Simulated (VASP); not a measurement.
A run of VASP 6.6.1:

Contents of INCAR:

```
  PREC = Accurate
  ENCUT = 600
  EDIFF = 1E-6
  ISMEAR = 0
  SIGMA = 0.1
  LREAL = False
  LASPH = True
  NELM = 80
  ALGO = Normal
  ISIF = 3
  LWAVE = False
  LCHARG = False
  GGA = PE
  IBRION = 2
  NSW = 90
  EDIFFG = -0.04
```

Contents of KPOINTS:

```
regular mesh
0
Gamma
  6 6 6
```

Contents of POSCAR:

```
Rh2C
1.0
    1.4867172323      0.8583565943      4.4902663630
   -1.4867172323      0.8583565943      4.4902663630
    0.0000000000     -1.7167131886      4.4902663630
Rh C
2 1
Direct
    0.7500000000      0.7500000000      0.7500000000
    0.2500000000      0.2500000000      0.2500000000
    0.0000000000      0.0000000000      0.0000000000
```

Potentials or basis: VASP PAW PBE potentials, release 64 (Rh_pv, C).

Launch:

```sh
$ cat potpaw_PBE.64/Rh_pv/POTCAR potpaw_PBE.64/C/POTCAR > POTCAR
$ mpirun -np 1 vasp_std > vasp.out
```

Hardware: 1 thread of Intel(R) Xeon(R) 6975P-C (Granite Rapids), on a shared host.

How long does it take, and how much memory?

It took 3 min on 1 thread of Intel(R) Xeon(R) 6975P-C (Granite Rapids), with other jobs on the host, peak memory 0.25 GiB. Counts: scf iterations 83, k points 32, ion steps 10.
